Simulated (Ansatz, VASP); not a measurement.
# Two plane-wave programs on Sn

```
CELL_PARAMETERS angstrom
-2.89023 2.89023 1.56677
2.89023 -2.89023 1.56677
2.89023 2.89023 -1.56677
ATOMIC_POSITIONS crystal
Sn 0.00000 0.00000 0.00000
Sn 0.75000 0.25000 0.50000
```

Alike in both runs: functional LDA; k mesh 18 × 18 × 18; occupations gaussian, width 0.2 eV; no spin polarisation.

Ansatz relaxed the structure, and its values are those at the end. VASP's run is a single point on that final structure, the one shown.

|  | VASP | Ansatz |
| --- | --- | --- |
| version | VASP 6.6.1 | Ansatz 0.2.0 |
| potentials or method | VASP PAW LDA potentials, release 64 (Sn_d) | scalar-relativistic, plane waves, PAW |
| plane-wave cutoff (eV) | 520 | 420 |
| valence electrons in the cell | 28 | 28 |

|  | VASP | Ansatz | Ansatz less VASP |
| --- | --- | --- | --- |
| gap on the k mesh at the Fermi level (eV) | none | none | - |
| pressure (GPa) | 0.0 | 0.0 | -0.03 |

LDA's correlation is that of Perdew and Zunger in VASP and of Perdew and Wang (1992) in Ansatz. A gap of «none» marks a metal or a gap that the smearing closes.
